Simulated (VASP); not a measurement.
A run of VASP 6.6.1 is set up as follows.

File INCAR:

```
ALGO = Normal
EDIFF = 1E-7
ENCUT = 520
GGA = PS
ISIF = 2
ISMEAR = 0
LASPH = T
LCHARG = T
LELF = T
LREAL = F
LVHAR = T
LWAVE = F
NBANDS = 38
NELM = 80
PREC = Accurate
SIGMA = 0.15
```

The input KPOINTS:

```
k-points
0
Gamma
  12 12 6
```

File POSCAR:

```
TaSi2
1.0
    4.6181605319      0.0000000000      0.0000000000
   -2.3090802659      3.9994443394      0.0000000000
    0.0000000000      0.0000000000      6.5561430408
Ta Si
3 6
Direct
    0.5000000000      0.0000000000      0.0000000000
    0.5000000000      0.5000000000      0.6666666667
    0.0000000000      0.5000000000      0.3333333333
    0.1592827538      0.3185655077      0.0000000000
    0.8407172462      0.1592827538      0.6666666667
    0.6814344923      0.8407172462      0.3333333333
    0.8407172462      0.6814344923      0.0000000000
    0.1592827538      0.8407172462      0.6666666667
    0.3185655077      0.1592827538      0.3333333333
```

Potentials or basis: VASP PAW PBE potentials, release 64 (Ta_pv, Si).

Launch:

```bash
$ cat potpaw_PBE.64/Ta_pv/POTCAR potpaw_PBE.64/Si/POTCAR > POTCAR
$ mpirun -np 1 vasp_std > vasp.out
```

Task: What does it give for the largest force?

Result: 0.140 eV/Å.

Task: Predict the pressure.

Result: 13.6 GPa.

Stress tensor (GPa, compression positive):
```
16.80  0.00  0.00
 0.00 16.80  0.00
 0.00  0.00  7.19
```

Caveat: the cell differs from its parent crystal (strain -0.030 along x and y, +0.000 along z); the stress differs along the axes, from 7 to 17 GPa; the PAW data sets were made with another functional, which shifts forces and pressure a little; an odd number of electrons without spin polarisation forces a metal; a magnetic or distorted state may lie lower.
